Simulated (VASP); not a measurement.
Hf2HC:

```xyz
4
Lattice="1.6456 0.9501 5.1784 -1.6456 0.9501 5.1784 0.0000 -1.9002 5.1784" Properties=species:S:1:pos:R:3 pbc="T T T"
Hf    0.0000    0.0000   11.7360
Hf    0.0000    0.0000    3.7993
H     0.0000    0.0000    0.0000
C     0.0000    0.0000    7.7676
```

Base run:

| Property | Result |
| --- | --- |
| Program | VASP 6.6.1 |
| Functional | BLYP |
| Potentials or basis | VASP PAW PBE potentials, release 64 (Hf_pv, H, C) |
| Cutoff | 600 eV |
| k mesh | 10 × 10 × 10 |
| Occupations | methfessel-paxton, width 0.1 eV |
| Spin | no spin polarisation |

Its results: band gap on the k mesh zero (an odd number of electrons rules out a gap without spin polarisation); pressure 8.4 GPa; largest force 0.305 eV/Å.

Task: The run is repeated on the same cell with these changes: functional from BLYP to PBEsol. What comes out?

Result: Band gap on the k mesh zero (an odd number of electrons rules out a gap without spin polarisation); pressure -3.4 GPa; largest force 0.107 eV/Å.

PBEsol binds more tightly than BLYP, so the same cell stands under less pressure.

Caveats: the PAW data sets were made with another functional, which shifts forces and pressure a little; spin-orbit coupling is left out, which moves the levels of the heavy elements; an odd number of electrons without spin polarisation forces a metal; a magnetic or distorted state may lie lower; the cell stands under pressure (at least some runs); the cell stands under tension (at least some runs).
